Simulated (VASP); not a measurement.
A run of VASP 6.6.1 is set up as follows.

File INCAR:

```
SYSTEM = As
PREC     = Accurate       ! precision mode
ENCUT    = 520            ! plane-wave cutoff, eV
EDIFF    = 1E-7           ! SCF threshold, eV
ISMEAR   = 1              ! smearing method
SIGMA    = 0.15           ! smearing width, eV
LREAL    = .False.        ! projectors in reciprocal space
LASPH    = .True.         ! aspherical terms in the spheres
NELM     = 80             ! most SCF steps
ALGO     = Normal         ! electronic algorithm
ISIF     = 2              ! what is computed and relaxed
LWAVE    = .False.        ! write WAVECAR
LCHARG   = .False.        ! write CHGCAR
GGA      = PE             ! functional
NBANDS   = 8              ! bands
```

Contents of KPOINTS:

```
Automatic mesh
0
Gamma
  9 9 9
  0 0 0
```

File POSCAR:

```
As
1.0
    2.6855356782      0.0000000000      0.0000000000
    0.0000000000      2.6855356782      0.0000000000
    0.0000000000      0.0000000000      2.6855356782
As
1
Direct
    0.5000000000      0.5000000000      0.5000000000
```

Potentials or basis: VASP PAW PBE potentials, release 64 (As).

Command:

```console
$ cat potpaw_PBE.64/As/POTCAR > POTCAR
$ mpirun -np 1 vasp_std > vasp.out
```

(1) What does it give for the pressure?

Answers

(1) 3.9 GPa.
